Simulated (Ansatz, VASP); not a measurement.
Two plane-wave programs on HfSi3Mo3

```xyz
7
Lattice="4.9952 0.0000 0.0000 0.0000 4.9952 0.0000 0.0000 0.0000 4.9952" Properties=species:S:1:pos:R:3 pbc="T T T"
Hf    2.4976    2.4976    2.4976
Si    2.4976    0.0000    0.0000
Si    0.0000    2.4976    0.0000
Si    0.0000    0.0000    2.4976
Mo    2.4976    2.4976    0.0000
Mo    0.0000    2.4976    2.4976
Mo    2.4976    0.0000    2.4976
```

Change from the starting cell: species swapped into the La3GaBr3 type (Pm-3m, No. 221).

Alike in both runs: task single point; functional PBE; k mesh 4 × 4 × 4; occupations gaussian, width 0.1 eV; no spin polarisation.

|  | VASP | Ansatz |
| --- | --- | --- |
| version | VASP 6.6.1 | Ansatz 0.2.0 |
| potentials or method | VASP PAW PBE potentials, release 64 (Hf_pv, Si, Mo_sv), cutoff 520 eV | scalar-relativistic, plane waves, PAW |
| valence electrons in the cell | 64 | 80 |

|  | VASP | Ansatz | Ansatz less VASP |
| --- | --- | --- | --- |
| gap on the k mesh at the Fermi level (eV) | none | none | - |
| pressure (GPa) | 12.7 | 12.8 | +0.11 |

A gap of «none» marks a metal or a gap that the smearing closes. The functional is the same, so the differences come from potentials, cutoffs and numerics. VASP's potentials hold 64 valence electrons a cell and Ansatz's 80, so a difference there can come from the potentials and not from the codes.

Neither program's run includes spin-orbit coupling.
